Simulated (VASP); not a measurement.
# CsI (Pm-3m) in VASP: a series of runs

The runs below take CsI through single point, with PBE-based screened hybrid, HSE06.

Program: VASP 6.6.1. These are calculated values, not measurements. Logs are shortened: lines on timing, memory, paths and dates and some standing lists are left out, and cuts for length are marked.

**1. The cell of the first run**

The structure is cubic, space group Pm-3m (No. 221). The conventional cell has a = 4.608 Å, b = 4.608 Å, c = 4.608 Å, α = 90.00°, β = 90.00°, γ = 90.00°. Within 5.2 Å of Cs (site symmetry m-3m) lie 8 I at 3.99 Å and 6 Cs at 4.61 Å. I (site symmetry m-3m) has 8 Cs at 3.99 Å and 6 I at 4.61 Å within 5.2 Å.

**2. Single point, PBE-based screened hybrid**

Contents of POSCAR:

```
CsI
1.0
    4.6080833777      0.0000000000      0.0000000000
    0.0000000000      4.6080833777      0.0000000000
    0.0000000000      0.0000000000      4.6080833777
Cs I
1 1
Direct
    0.0000000000      0.0000000000      0.0000000000
    0.5000000000      0.5000000000      0.5000000000
```

Contents of INCAR.step1:

```
PREC = Accurate ; ENCUT = 400
EDIFF = 1E-5 ; ISMEAR = 0
SIGMA = 0.01 ; LREAL = False
LASPH = True ; NELM = 120
ALGO = Normal ; ISIF = 2
LWAVE = True ; LCHARG = False
NBANDS = 15 ; GGA = PE
GGA_COMPAT = False
```

Contents of INCAR.step2:

```
PREC = Accurate ; ENCUT = 400
EDIFF = 1E-6 ; ISMEAR = 0
SIGMA = 0.01 ; LREAL = False
LASPH = True ; NELM = 120
ALGO = Normal ; ISIF = 2
LWAVE = False ; LCHARG = False
GGA = PE ; LHFCALC = True
AEXX = 0.3 ; HFSCREEN = 0.5
PRECFOCK = Normal ; NBANDS = 15
ISTART = 1 ; GGA_COMPAT = False
```

Contents of KPOINTS:

```
regular mesh
0
Gamma
  4 4 4
```

Potentials or basis: VASP PAW PBE potentials, release 64 (Cs_sv, I).

The run is started by

```bash
$ cat potpaw_PBE.64/Cs_sv/POTCAR potpaw_PBE.64/I/POTCAR > POTCAR
$ cp INCAR.step1 INCAR
$ mpirun -np 1 vasp_std > vasp.out
$ cp INCAR.step2 INCAR
$ mpirun -np 1 vasp_std > vasp.out
```

OUTCAR:

```text
PREC = Accurate
   ENCUT = 400
   EDIFF = 1E-6
   ISMEAR = 0
   LREAL = False
   LASPH = True
   NELM = 120
   ISIF = 2
   GGA = PE
   LHFCALC = True
   AEXX = 0.3
   HFSCREEN = 0.5
   PRECFOCK = Normal
   ISTART = 1

 ion  position               nearest neighbor table
   1  0.000  0.000  0.000-
   2  0.500  0.500  0.500-

  LATTYP: Found a simple cubic cell.
 ALAT       =     4.6080833777

  Lattice vectors:

 A1 = (   4.6080833777,   0.0000000000,   0.0000000000)
 A2 = (   0.0000000000,   4.6080833777,   0.0000000000)
 A3 = (   0.0000000000,   0.0000000000,   4.6080833777)

Analysis of symmetry for initial positions (statically):
=====================================================================
 Subroutine PRICEL returns:
 Original cell was already a primitive cell.

 Routine SETGRP: Setting up the symmetry group for a
 simple cubic supercell.

 Subroutine GETGRP returns: Found 48 space group operations
 (whereof 48 operations were pure point group operations)
 out of a pool of 48 trial point group operations.

The static configuration has the point symmetry O_h .

Analysis of symmetry for dynamics (positions and initial velocities):
=====================================================================
 Subroutine PRICEL returns:
 Original cell was already a primitive cell.

 Routine SETGRP: Setting up the symmetry group for a
 simple cubic supercell.

 Subroutine GETGRP returns: Found 48 space group operations
 (whereof 48 operations were pure point group operations)
 out of a pool of 48 trial point group operations.

The dynamic configuration has the point symmetry O_h .

 Subroutine INISYM returns: Found 48 space group operations
 (whereof 48 operations are pure point group operations),
 and found     1 'primitive' translations

----------------------------------------------------------------------------------------

                                     Primitive cell

  volume of cell :      97.8500

  direct lattice vectors                    reciprocal lattice vectors
     4.608083378  0.000000000  0.000000000     0.217009962  0.000000000  0.000000000
     0.000000000  4.608083378  0.000000000     0.000000000  0.217009962  0.000000000
     0.000000000  0.000000000  4.608083378     0.000000000  0.000000000  0.217009962

  length of vectors
     4.608083378  4.608083378  4.608083378     0.217009962  0.217009962  0.217009962

  position of ions in fractional coordinates (direct lattice)
     0.000000000  0.000000000  0.000000000
[... 81 lines left out ...]
   IMIX   =      1    mixing-type and parameters
     AMIX     =   0.40;   BMIX     =  1.00
     AMIX_MAG =   1.60;   BMIX_MAG =  1.00
  volume/ion in A,a.u.               =      48.93       330.16
  Fermi-wavevector in a.u.,A,eV,Ry     =   0.895216  1.691713 10.903868  0.801412
  Thomas-Fermi vector in A             =   2.017520
   LORBIT       =      0    0 simple, 1 ext, 2 COOP (PROOUT), +10 PAW based schemes
   GGA     = PE    functional components
   LHFCALC =     T    Hartree Fock is set to
   PRECFOCK=normal    Normal, Fast or Accurate (Low or Medium for compatibility)
   ENCUT4O =  -1.0   cutoff for four orbital integrals eV
   NKREDX  =     1    reduce k-point grid by
   NKREDY  =     1    reduce k-point grid by
   NKREDZ  =     1    reduce k-point grid by
   AEXX    =    0.3000 exact exchange contribution
   HFSCREEN=    0.5000 screening length (either q_TF or 0.3 A-1)
   HFSCREENC=   0.5000 screening length for correlation (either q_TF or 0.3 A-1)
   ENCUTFOCK=  -1.0 apply spherical cutoff to Coloumb kernel
   IVDW    =     0    specifies the selected vdW correction
   LEPSILON=     F    determine dielectric tensor
   LRPA    =     F    only Hartree local field effects (RPA)
 non-spin polarized calculation
 Gauss-broadening in eV      SIGMA  =   0.01
  energy-cutoff  :      400.00
  volume of cell :       97.85
 maximum number of plane-waves:      1800
  NGX = 24; NGY = 24; NGZ = 24

 number of electron      16.0000010 magnetization

 Free energy of the ion-electron system (eV)
  ---------------------------------------------------
  ext. energy  EPLUGINS =         0.00000000
  ---------------------------------------------------
  free energy    TOTEN  =        -6.00072965 eV

  energy without entropy =       -6.00072965  energy(sigma->0) =       -6.00072965

 E-fermi :   0.3446     XC(G=0):  -6.6254

 val. band max:        0.2141951675   @ k =   0.5000   0.5000   0.0000
 cond. band min:       4.5705725096   @ k =   0.0000   0.0000   0.0000
 fundamental gap:      4.3563773421
 Fermi energy:         0.3445571926

 k-point     1 :       0.0000    0.0000    0.0000
  band No.  band energies     occupation
      1     -21.6062      2.00000
      2     -11.1823      2.00000
      3      -7.2955      2.00000
      4      -7.2955      2.00000
      5      -7.2955      2.00000
      6       0.1204      2.00000
      7       0.1204      2.00000
      8       0.1204      2.00000
      9       4.5706      0.00000
     10       4.9555      0.00000
     11       4.9555      0.00000
     12       8.6050      0.00000
     13       8.6050      0.00000
     14       8.6050      0.00000
[... 149 lines left out ...]
      2     -10.9091      2.00000
      3      -7.5256      2.00000
      4      -7.5256      2.00000
      5      -7.5256      2.00000
      6      -1.0553      2.00000
      7      -1.0553      2.00000
      8      -1.0553      2.00000
      9       7.8693      0.00000
     10       7.8693      0.00000
     11       7.8693      0.00000
     12       8.6423      0.00000
     13       8.6423      0.00000
     14       8.6423      0.00000
     15      10.6949      0.00000

------------------------ aborting loop because EDIFF is reached ----------------------------------------

  FORCE on cell =-STRESS in cart. coord.  units (eV):
  Direction    XX          YY          ZZ          XY          YZ          ZX
  --------------------------------------------------------------------------------------
  -------------------------------------------------------------------------------------
  Total        0.1279397      0.1279397      0.1279397     -0.0000000      0.0000000      0.0000000
  in kB        2.0948588      2.0948588      2.0948588     -0.0000000      0.0000000      0.0000000
  external PRESSURE =       2.0948588 kB  Pullay stress =       0.0000000 kB

 VOLUME and BASIS-vectors are now :
 -----------------------------------------------------------------------------
  energy-cutoff  :      400.00
  volume of cell :       97.85
      direct lattice vectors                 reciprocal lattice vectors
     4.608083378  0.000000000  0.000000000     0.217009962  0.000000000  0.000000000
     0.000000000  4.608083378  0.000000000     0.000000000  0.217009962  0.000000000
     0.000000000  0.000000000  4.608083378     0.000000000  0.000000000  0.217009962

 POSITION                                       TOTAL-FORCE (eV/Angst)
 -----------------------------------------------------------------------------------
      0.00000      0.00000      0.00000         0.000000      0.000000      0.000000
      2.30404      2.30404      2.30404         0.000000      0.000000      0.000000
 -----------------------------------------------------------------------------------
    total drift:                                0.000006      0.000006      0.000006

  FREE ENERGIE OF THE ION-ELECTRON SYSTEM (eV)
  ---------------------------------------------------
  free  energy   TOTEN  =        -6.0007296498 eV

  energy  without entropy=       -6.0007296498  energy(sigma->0) =       -6.00072965
```

Wall time 6.9 min (1 thread of Intel Xeon Platinum 8259CL at 2.50GHz (Skylake/Cascade Lake), shared host); peak memory 0.28 GiB.

Results:

| Item | Value |
| --- | --- |
| Free energy | -6.0007 eV |
| Pressure | 0.2 GPa |
| Band gap on the k mesh | 4.36 eV, indirect (least direct gap 4.45 eV) |

Levels at points of the mesh, in eV from the valence-band top:
```csv
k point,band 5,band 6,band 7,band 8,band 9,band 10,band 11,band 12
"(0.00, 0.00, 0.00)",-7.51,-0.09,-0.09,-0.09,4.36,4.74,4.74,8.39
"(0.50, 0.00, 0.00)",-7.45,-1.51,-0.23,-0.23,5.78,6.95,7.23,7.38
"(0.50, 0.50, 0.00)",-7.42,-0.87,-0.87,0.00,4.78,5.47,6.69,6.69
"(0.50, 0.50, 0.50)",-7.74,-1.27,-1.27,-1.27,7.66,7.66,7.66,8.43
```

Caveat: the PAW data sets were made with another functional, which shifts forces and pressure a little; spin-orbit coupling is left out, which moves the levels of the heavy elements.

[end of part 1 of 2]
